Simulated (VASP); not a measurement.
Bi, 2 atoms in the cell. The cell holds a slab with vacuum, 2 atoms: a = 4.279 Å, b = 4.279 Å, c = 28.000 Å, α = 90.00°, β = 90.00°, γ = 120.00°. 

```yaml
Program: VASP 6.6.1
Task: single point
Functional: PBE
Potentials_or_basis: VASP PAW PBE potentials, release 64 (Bi_d)
Cutoff: 520 eV
k_mesh: 9 × 9 × 1
Occupations: gaussian, width 0.02 eV
Spin: no spin polarisation
Dipole_correction: yes
Further_INCAR_settings: ALGO = Normal; EDIFF = 1e-07; NBANDS = 22
```

Potentials or basis: VASP PAW PBE potentials, release 64 (Bi_d).

Command:

```console
$ cat potpaw_PBE.64/Bi_d/POTCAR > POTCAR
$ mpirun -np 1 vasp_std > vasp.out
```

Hardware: 1 thread of AMD EPYC 7R13 Processor (Zen 3) (shared host).

Problem. How long does it take, and how much memory?

Solution. Wall time 3.3 min on 1 thread of AMD EPYC 7R13 Processor (Zen 3), on a shared host, peak memory 0.48 GiB. Counts: scf iterations 24, k points 12.
